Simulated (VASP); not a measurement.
# Zn (P6_3/mmc) in VASP: a series of runs

Runs on Zn. Level: PBEsol. Tasks: single point, relaxation of cell and atoms.

Program: VASP 6.6.1. These are calculated values, not measurements. Logs are shortened: lines on timing, memory, paths and dates and some standing lists are left out, and cuts for length are marked.

## 1. The cell of the first run

Symmetry: P6_3/mmc, No. 194, hexagonal system. Conventional cell: a = 2.670 Å, b = 2.670 Å, c = 4.807 Å, α = 90.00°, β = 90.00°, γ = 120.00°. Within 3.5 Å of Zn (site symmetry -6m2) lie 12 Zn at 2.67 to 2.86 Å.

## 2. Single point, PBEsol (biaxial strain in the a-b plane: +3.0 %)

INCAR

```
SYSTEM = Zn
PREC = Accurate
ENCUT = 520
EDIFF = 1E-6
ISMEAR = 0
SIGMA = 0.1
LREAL = .False.
LASPH = .True.
NELM = 80
ALGO = Fast
ISIF = 2
LWAVE = .False.
LCHARG = .False.
GGA = PS
NBANDS = 19
```

KPOINTS

```
Automatic mesh
0
Gamma
  24 24 12
  0 0 0
```

POSCAR

```
Zn
1.0
    2.6704841090      0.0000000000      0.0000000000
   -1.3352420545      2.3127070788      0.0000000000
    0.0000000000      0.0000000000      4.8066144473
Zn
2
Direct
    0.3333333333      0.6666666667      0.2500000000
    0.6666666667      0.3333333333      0.7500000000
```

Potentials or basis: VASP PAW PBE potentials, release 64 (Zn).

The run is started by

```console
> cat potpaw_PBE.64/Zn/POTCAR > POTCAR
> mpirun -np 1 vasp_std > vasp.out
```

OUTCAR:

```text
SYSTEM = Zn
   PREC = Accurate
   ENCUT = 520
   EDIFF = 1E-6
   ISMEAR = 0
   LREAL = .False.
   LASPH = .True.
   NELM = 80
   ISIF = 2
   GGA = PS

 ion  position               nearest neighbor table
   1  0.333  0.667  0.250-   2 2.86   2 2.86   2 2.86   2 2.86   2 2.86   2 2.86
   2  0.667  0.333  0.750-   1 2.86   1 2.86   1 2.86   1 2.86   1 2.86   1 2.86

  LATTYP: Found a hexagonal cell.
 ALAT       =     2.6704841090
 C/A-ratio  =     1.7999037819

  Lattice vectors:

 A1 = (   2.6704841090,   0.0000000000,   0.0000000000)
 A2 = (  -1.3352420545,   2.3127070788,   0.0000000000)
 A3 = (   0.0000000000,   0.0000000000,   4.8066144473)

Analysis of symmetry for initial positions (statically):
=====================================================================
 Subroutine PRICEL returns:
 Original cell was already a primitive cell.

 Routine SETGRP: Setting up the symmetry group for a
 hexagonal supercell.

 Subroutine GETGRP returns: Found 24 space group operations
 (whereof 12 operations were pure point group operations)
 out of a pool of 24 trial point group operations.

The static configuration has the point symmetry D_3d.
 The point group associated with its full space group is D_6h.

Analysis of symmetry for dynamics (positions and initial velocities):
=====================================================================
 Subroutine PRICEL returns:
 Original cell was already a primitive cell.

 Routine SETGRP: Setting up the symmetry group for a
 hexagonal supercell.

 Subroutine GETGRP returns: Found 24 space group operations
 (whereof 12 operations were pure point group operations)
 out of a pool of 24 trial point group operations.

The dynamic configuration has the point symmetry D_3d.
 The point group associated with its full space group is D_6h.

 Subroutine INISYM returns: Found 24 space group operations
 (whereof 12 operations are pure point group operations),
 and found     1 'primitive' translations

----------------------------------------------------------------------------------------

                                     Primitive cell

  volume of cell :      29.6859

  direct lattice vectors                    reciprocal lattice vectors
     2.670484109  0.000000000  0.000000000     0.374463940  0.216196856  0.000000000
    -1.335242055  2.312707079  0.000000000     0.000000000  0.432393713  0.000000000
     0.000000000  0.000000000  4.806614447     0.000000000  0.000000000  0.208046643

  length of vectors
     2.670484109  2.670484109  4.806614447     0.432393713  0.432393713  0.208046643

  position of ions in fractional coordinates (direct lattice)
     0.333333333  0.666666667  0.250000000
     0.666666667  0.333333333  0.750000000

  ion indices of the primitive-cell ions
   primitive index   ion index
                 1           1
                 2           2

----------------------------------------------------------------------------------------

 KPOINTS: Automatic mesh

Automatic generation of k-mesh.
 Grid dimensions read from file:
 generate k-points for:   24   24   12

 Generating k-lattice:

  Cartesian coordinates                     Fractional coordinates (reciprocal lattice)
     0.015602664  0.009008202  0.000000000     0.041666667  0.000000000  0.000000000
     0.000000000  0.018016405  0.000000000     0.000000000  0.041666667  0.000000000
     0.000000000  0.000000000  0.017337220     0.000000000  0.000000000  0.083333333

  Length of vectors
     0.018016405  0.018016405  0.017337220

  Shift w.r.t. Gamma in fractional coordinates (k-lattice)
     0.000000000  0.000000000  0.000000000

 Subroutine IBZKPT returns following result:
 ===========================================

 Found    427 irreducible k-points:

 Following reciprocal coordinates:
            Coordinates               Weight
  0.000000  0.000000  0.000000      1.000000
  0.041667 -0.000000  0.000000      6.000000
  0.083333  0.000000  0.000000      6.000000
  0.125000 -0.000000  0.000000      6.000000
  0.166667  0.000000  0.000000      6.000000
  0.208333  0.000000  0.000000      6.000000
[... 16 lines left out ...]
  0.416667  0.041667  0.000000     12.000000
  0.458333  0.041667  0.000000     12.000000
 [... further k-points ...]
   k-points           NKPTS =    427   k-points in BZ     NKDIM =    427   number of bands    NBANDS=     19
   number of dos      NEDOS =    301   number of ions     NIONS =      2
   total plane-waves  NPLWV =  14400
   dimension x,y,z NGX =    20 NGY =   20 NGZ =   36
   dimension x,y,z NGXF=    40 NGYF=   40 NGZF=   72
   ions per type =               2
   NGX,Y,Z   is equivalent  to a cutoff of  12.45, 12.45, 12.45 a.u.
   NGXF,Y,Z  is equivalent  to a cutoff of  24.90, 24.90, 24.90 a.u.
 SYSTEM =  Zn
   PREC   = accura    normal or accurate (medium, high low for compatibility)
   ISTART =      0    job   : 0-new  1-cont  2-samecut
   ICHARG =      2    charge: 1-file 2-atom 10-const
   ISPIN  =      1    spin polarized calculation?
   LNONCOLLINEAR =      F non collinear calculations
   LSORBIT =      F    spin-orbit coupling
   LASPH  =      T    aspherical Exc in radial PAW
   ENCUT  =  520.0 eV  38.22 Ry    6.18 a.u.   4.97  4.97  8.94*2*pi/ulx,y,z
   NELM   =     80;   NELMIN=  2; NELMDL= -5     # of ELM steps
   EDIFF  = 0.1E-05   stopping-criterion for ELM
   LREAL  =      F    real-space projection
   EDIFFG = 0.1E-04   stopping-criterion for IOM
   NSW    =      0    number of steps for IOM
   IBRION =     -1    ionic relax: 0-MD 1-quasi-New 2-CG
   NFREE  =      0    steps in history (QN), initial steepest desc. (CG)
   ISIF   =      2    stress and relaxation
   ISYM   =      2    0-nonsym 1-usesym 2-fastsym
   POTIM  = 0.5000    time-step for ionic-motion
   TEBEG  =    0.0;   TEEND  =   0.0 temperature during run
   PSTRESS=    0.0 pullay stress
   NELECT =      24.0000    total number of electrons
   NUPDOWN=      -1.0000    fix difference up-down
   EMIN   =  10.00;   EMAX   =-10.00  energy-range for DOS
   EFERMI =   0.00;   METHOD = LEGACY
   ISMEAR =     0;   SIGMA  =   0.10  broadening in eV -4-tet -1-fermi 0-gaus
   EFERMI_NEDOS =   21; number of points for ismear=-14 and -15
   IALGO  =     68    algorithm
   IMIX   =      4    mixing-type and parameters
     AMIX     =   0.40;   BMIX     =  1.00
     AMIX_MAG =   1.60;   BMIX_MAG =  1.00
  volume/ion in A,a.u.               =      14.84       100.17
  Fermi-wavevector in a.u.,A,eV,Ry     =   1.525089  2.882001 31.645755  2.325897
  Thomas-Fermi vector in A             =   2.633307
   LORBIT       =      0    0 simple, 1 ext, 2 COOP (PROOUT), +10 PAW based schemes
   GGA     = PS    functional components
   LHFCALC =     F    Hartree Fock is set to
   AEXX    =    0.0000 exact exchange contribution
   IVDW    =     0    specifies the selected vdW correction
   LEPSILON=     F    determine dielectric tensor
   LRPA    =     F    only Hartree local field effects (RPA)
 non-spin polarized calculation
 RMM-DIIS sequential band-by-band and
 Gauss-broadening in eV      SIGMA  =   0.10
  energy-cutoff  :      520.00
  volume of cell :       29.69
 maximum number of plane-waves:       825
 NGX is ok and might be reduce to    20
   NGX =  9   NGY =  9   NGZ = 17

 number of electron      24.0000027 magnetization

 Free energy of the ion-electron system (eV)
  ---------------------------------------------------
  ext. energy  EPLUGINS =         0.00000000
  ---------------------------------------------------
  free energy    TOTEN  =        -3.14942969 eV

  energy without entropy =       -3.14661594  energy(sigma->0) =       -3.14802282

 E-fermi :   3.1966     XC(G=0): -11.8349

 val. band max:        3.1797756885   @ k =   0.2500   0.2500   0.1667
 cond. band min:       3.2078994725   @ k =   0.2917   0.2500   0.2500
 fundamental gap:      0.0281237840
 Fermi energy:         3.1965925440

 k-point     1 :       0.0000    0.0000    0.0000
  band No.  band energies     occupation
      1      -7.4899      2.00000
      2      -5.5188      2.00000
      3      -4.7824      2.00000
      4      -4.5841      2.00000
      5      -4.5841      2.00000
      6      -4.5230      2.00000
[... 11 lines left out ...]
     18      21.9163      0.00000
     19      21.9470      0.00000

 k-point     2 :       0.0417   -0.0000    0.0000
  band No.  band energies     occupation
      1      -7.4387      2.00000
      2      -5.4969      2.00000
      3      -4.7781      2.00000
      4      -4.5883      2.00000
      5      -4.5719      2.00000
      6      -4.5286      2.00000
[... 11 lines left out ...]
     18      21.8991      0.00000
     19      22.5039      0.00000

 k-point     3 :       0.0833    0.0000    0.0000
  band No.  band energies     occupation
      1      -7.2860      2.00000
      2      -5.4344      2.00000
      3      -4.7681      2.00000
      4      -4.5979      2.00000
      5      -4.5427      2.00000
      6      -4.5360      2.00000
[... 11 lines left out ...]
     18      21.7314      0.00000
     19      23.3032      0.00000

 k-point     4 :       0.1250   -0.0000    0.0000
  band No.  band energies     occupation
      1      -7.0354      2.00000
      2      -5.3416      2.00000
      3      -4.7608      2.00000
      4      -4.6087      2.00000
      5      -4.5512      2.00000
      6      -4.4783      2.00000
[... 11 lines left out ...]
     18      20.8678      0.00000
     19      22.1514      0.00000

 k-point     5 :       0.1667    0.0000    0.0000
  band No.  band energies     occupation
      1      -6.6948      2.00000
      2      -5.2386      2.00000
      3      -4.7593      2.00000
      4      -4.6284      2.00000
      5      -4.5216      2.00000
      6      -4.4582      2.00000
[... 11 lines left out ...]
     18      19.2480      0.00000
     19      20.5121      0.00000

 k-point     6 :       0.2083    0.0000    0.0000
  band No.  band energies     occupation
      1      -6.2832      2.00000
      2      -5.1588      2.00000
      3      -4.7414      2.00000
      4      -4.6477      2.00000
      5      -4.5927      2.00000
      6      -4.4413      2.00000
[... 11 lines left out ...]
     18      18.7397      0.00000
     19      19.9605      0.00000

 k-point     7 :       0.2500   -0.0000    0.0000
  band No.  band energies     occupation
      1      -5.8491      2.00000
      2      -5.1335      2.00000
      3      -4.7234      2.00000
      4      -4.6834      2.00000
      5      -4.6345      2.00000
      6      -4.3714      2.00000
[... 11 lines left out ...]
     18      18.3224      0.00000
     19      20.3651      0.00000

 k-point     8 :       0.2917    0.0000    0.0000
  band No.  band energies     occupation
      1      -5.5009      2.00000
      2      -5.1535      2.00000
      3      -4.8397      2.00000
      4      -4.6291      2.00000
      5      -4.5247      2.00000
      6      -4.4242      2.00000
[... 256 lines left out ...]
 k-point    20 :       0.2917    0.0417    0.0000
  band No.  band energies     occupation
      1      -5.3680      2.00000
      2      -5.1573      2.00000
      3      -4.8907      2.00000
      4      -4.5984      2.00000
      5      -4.4772      2.00000
      6      -4.4692      2.00000
[... 11 lines left out ...]
     18      18.5465      0.00000
     19      19.4631      0.00000

 k-point    21 :       0.3333    0.0417    0.0000
  band No.  band energies     occupation
      1      -5.2835      2.00000
      2      -5.1898      2.00000
      3      -4.9760      2.00000
      4      -4.5397      2.00000
      5      -4.5053      2.00000
      6      -4.4275      2.00000
[... 11 lines left out ...]
     18      18.2685      0.00000
     19      18.9852      0.00000

 k-point    22 :       0.3750    0.0417    0.0000
  band No.  band energies     occupation
      1      -5.2860      2.00000
      2      -5.2079      2.00000
      3      -5.0402      2.00000
      4      -4.5351      2.00000
      5      -4.4894      2.00000
      6      -4.4542      2.00000
[... 11 lines left out ...]
     18      18.0615      0.00000
     19      18.6157      0.00000

 k-point    23 :       0.4167    0.0417    0.0000
  band No.  band energies     occupation
      1      -5.3069      2.00000
      2      -5.2198      2.00000
      3      -5.0828      2.00000
      4      -4.5565      2.00000
      5      -4.4725      2.00000
      6      -4.4535      2.00000
[... 11 lines left out ...]
     18      17.9242      0.00000
     19      18.3641      0.00000

 k-point    24 :       0.4583    0.0417    0.0000
  band No.  band energies     occupation
      1      -5.3204      2.00000
      2      -5.2270      2.00000
      3      -5.1041      2.00000
      4      -4.5676      2.00000
      5      -4.4819      2.00000
      6      -4.4350      2.00000
[... 11 lines left out ...]
     18      17.8560      0.00000
     19      18.2368      0.00000

 [... further k-points ...]

------------------------ aborting loop because EDIFF is reached ----------------------------------------

  FORCE on cell =-STRESS in cart. coord.  units (eV):
  Direction    XX          YY          ZZ          XY          YZ          ZX
  --------------------------------------------------------------------------------------
  -------------------------------------------------------------------------------------
  Total       -0.8000043     -0.8000043     -0.3724244      0.0000000     -0.0000000      0.0000000
  in kB      -43.1770520    -43.1770520    -20.1001285      0.0000000     -0.0000000      0.0000000
  external PRESSURE =     -35.4847442 kB  Pullay stress =       0.0000000 kB

 VOLUME and BASIS-vectors are now :
 -----------------------------------------------------------------------------
  energy-cutoff  :      520.00
  volume of cell :       29.69
      direct lattice vectors                 reciprocal lattice vectors
     2.670484109  0.000000000  0.000000000     0.374463940  0.216196856  0.000000000
    -1.335242055  2.312707079  0.000000000     0.000000000  0.432393713  0.000000000
     0.000000000  0.000000000  4.806614447     0.000000000  0.000000000  0.208046643

 POSITION                                       TOTAL-FORCE (eV/Angst)
 -----------------------------------------------------------------------------------
     -0.00000      1.54180      1.20165         0.000000      0.000000      0.000000
      1.33524      0.77090      3.60496        -0.000000     -0.000000      0.000000
 -----------------------------------------------------------------------------------
    total drift:                               -0.000000      0.000000      0.000000

  FREE ENERGIE OF THE ION-ELECTRON SYSTEM (eV)
  ---------------------------------------------------
  free  energy   TOTEN  =        -3.1494296918 eV

  energy  without entropy=       -3.1466159400  energy(sigma->0) =       -3.14802282
```

Wall time 2.7 min (1 thread of Intel Xeon Platinum 8259CL at 2.50GHz (Skylake/Cascade Lake), shared host); peak memory 0.29 GiB.

What came out:

| Item | Value |
| --- | --- |
| Free energy | -3.1494 eV |
| Pressure | -3.5 GPa |
| Band gap on the k mesh | zero (band 12 reaches 4.63 eV, above the bottom of band 13 at 0.46 eV) |

Stress tensor (GPa, compression positive):
```
-4.32  0.00  0.00
 0.00 -4.32  0.00
 0.00  0.00 -2.01
```

Caveat: the cell differs from its parent crystal (biaxial strain in the a-b plane: +3.0 %); the PAW data sets were made with another functional, which shifts forces and pressure a little.

## 3. Relaxation of cell and atoms, PBEsol

This run uses another cell than the first one, of 15.21 Å³/atom, 1.025 times its volume.

INCAR

```
SYSTEM = Zn
PREC = Accurate
ENCUT = 600
EDIFF = 1E-6
ISMEAR = 0
SIGMA = 0.1
LREAL = .False.
LASPH = .True.
NELM = 80
ALGO = Normal
ISIF = 3
LWAVE = .False.
LCHARG = .False.
GGA = PS
IBRION = 2
NSW = 100
EDIFFG = -0.005
```

KPOINTS

```
regular mesh
0
Gamma
  18 18 8
  0 0 0
```

POSCAR

```
Zn
1.0
    2.6647980532      0.0000000000      0.0000000000
   -1.3323990266      2.3077828100      0.0000000000
    0.0000000000      0.0000000000      4.9467000000
Zn
2
Direct
    0.3333333333      0.6666666667      0.2500000000
    0.6666666667      0.3333333333      0.7500000000
```

Potentials or basis: VASP PAW PBE potentials, release 64 (Zn).

The run is started by

```console
> cat potpaw_PBE.64/Zn/POTCAR > POTCAR
> mpirun -np 1 vasp_std > vasp.out
```

Wall time 2.9 min (1 thread of Intel Xeon Platinum 8259CL at 2.50GHz (Skylake/Cascade Lake), shared host); peak memory 0.23 GiB.

Results (log left out):

- Free energy: -3.1726 eV
- Relaxed volume: 14.27 Å³/atom
- Relaxed cell: a = 2.601 Å, b = 2.601 Å, c = 4.869 Å, α = 90.00°, β = 90.00°, γ = 120.00°
- Space group after relaxing (to 0.05 Å): P6_3/mmc (No. 194)
- Energy gained by relaxing: 16.6 meV/atom
- Ionic steps: 3
- Pressure after relaxing: 0.0 GPa
- Band gap on the k mesh: zero (band 12 reaches 5.10 eV, above the bottom of band 13 at 0.33 eV)

Step by step:
```csv
step,energy change (eV),largest force (eV/Å),pressure (GPa),volume (Å³)
1,0.0000,0.0000,-5.07,30.42
2,-0.0328,0.0000,0.63,28.35
3,-0.0332,0.0000,0.02,28.53
```

Final structure:
```cif
data_structure
_symmetry_space_group_name_H-M 'P 1'
_symmetry_Int_Tables_number 1
_cell_length_a 2.6013
_cell_length_b 2.6013
_cell_length_c 4.8686
_cell_angle_alpha 90.000
_cell_angle_beta 90.000
_cell_angle_gamma 120.000
_cell_volume 28.53
loop_
_atom_site_label
_atom_site_type_symbol
_atom_site_fract_x
_atom_site_fract_y
_atom_site_fract_z
_atom_site_occupancy
Zn1 Zn 0.33333 0.66667 0.25000 1
Zn2 Zn 0.66667 0.33333 0.75000 1
```

Levels at points of the mesh, in eV from the Fermi level:
```
           k point  band 8  band 9  band 10  band 11  band 12  band 13  band 14  band 15  band 16
(0.00, 0.00, 0.00)   -7.54   -7.54    -7.31    -7.31    -4.16    -3.23    13.76    17.54    18.29
(0.50, 0.00, 0.00)   -7.33   -7.11    -7.09    -3.17    -2.31     2.58     3.45     4.29     5.70
(0.00, 0.00, 0.50)   -7.97   -7.41    -7.41    -7.41    -7.41     4.48     4.48    19.65    19.65
(0.50, 0.00, 0.50)   -7.35   -7.10    -7.10    -2.21    -2.21     0.15     0.15    10.29    10.29
```

Caveat: the PAW data sets were made with another functional, which shifts forces and pressure a little.
